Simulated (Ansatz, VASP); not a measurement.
**Two plane-wave programs on AlNi3**

File INCAR:

```
  PREC = Accurate
  ENCUT = 520
  EDIFF = 1E-6
  ISMEAR = 0
  SIGMA = 0.15
  LREAL = F
  LASPH = T
  NELM = 80
  ALGO = Fast
  ISIF = 2
  LWAVE = F
  LCHARG = F
  GGA = PS
  NBANDS = 24
```

Contents of KPOINTS:

```
regular mesh
0
Gamma
  14 14 14
```

POSCAR

```
AlNi3
1.0
   -0.1989723436      2.6874736474      2.6874736474
    2.6874736474     -0.1989723436      2.6874736474
    2.6874736474      2.6874736474     -0.1989723436
Al Ni
1 3
Direct
    0.5000000000      0.5000000000      0.5000000000
    0.2500000000      0.2500000000      0.2500000000
    0.0000000000      0.0000000000      0.0000000000
    0.7500000000      0.7500000000      0.7500000000
```

Input for Ansatz:

```yaml
crystal:
  lattice:
    - [-0.1989723436, 2.6874736474, 2.6874736474]
    - [2.6874736474, -0.1989723436, 2.6874736474]
    - [2.6874736474, 2.6874736474, -0.1989723436]
  atoms:
    - { symbol: Al, position: [0.5, 0.5, 0.5] }
    - { symbol: Ni, position: [0.25, 0.25, 0.25] }
    - { symbol: Ni, position: [0.0, 0.0, 0.0] }
    - { symbol: Ni, position: [0.75, 0.75, 0.75] }
basis:
  ecutwfc: 520.0
kpoints:
  mp_grid: { grid: [14, 14, 14] }
hamiltonian:
  xc: pbesol
  pseudopotentials: { kind: paw, azcp: { folder: soft_1 } }
scf:
  occupations: { method: gaussian, width: 0.15 }
output:
  forces: true
  stress: true
  eigenvalues: true
```

Alike in both runs: task single point; functional PBEsol; k mesh 14 × 14 × 14; occupations gaussian, width 0.15 eV; no spin polarisation.

```csv
,VASP,Ansatz
version,VASP 6.6.1,Ansatz 0.2.0
potentials or method,"VASP PAW PBE potentials, release 64 (Al, Ni), cutoff 520 eV","scalar-relativistic, plane waves, PAW"
valence electrons in the cell,33,57
```

VASP gave:

| Property | Result |
| --- | --- |
| gap on the k mesh at the Fermi level (eV) | none |
| pressure (GPa) | 6.7 |
| traceless stress, the component that is largest in VASP (GPa) | 14.18 |
| rms of the force components (eV/Å) | 0.073 |

**Question.** What did Ansatz give for the same quantities?

**Answer.** gap on the k mesh at the Fermi level (eV): none; pressure (GPa): 6.7; traceless stress, the component that is largest in VASP (GPa): 14.28; rms of the force components (eV/Å): 0.081.

VASP's potentials were made for PBE, not for PBEsol, and Ansatz warns of the same on its side. Atom by atom the forces differ by 0.008 eV/Å (rms over components). A gap of «none» marks a metal or a gap that the smearing closes. VASP's potentials hold 33 valence electrons a cell and Ansatz's 57, so a difference there can come from the potentials and not from the codes.
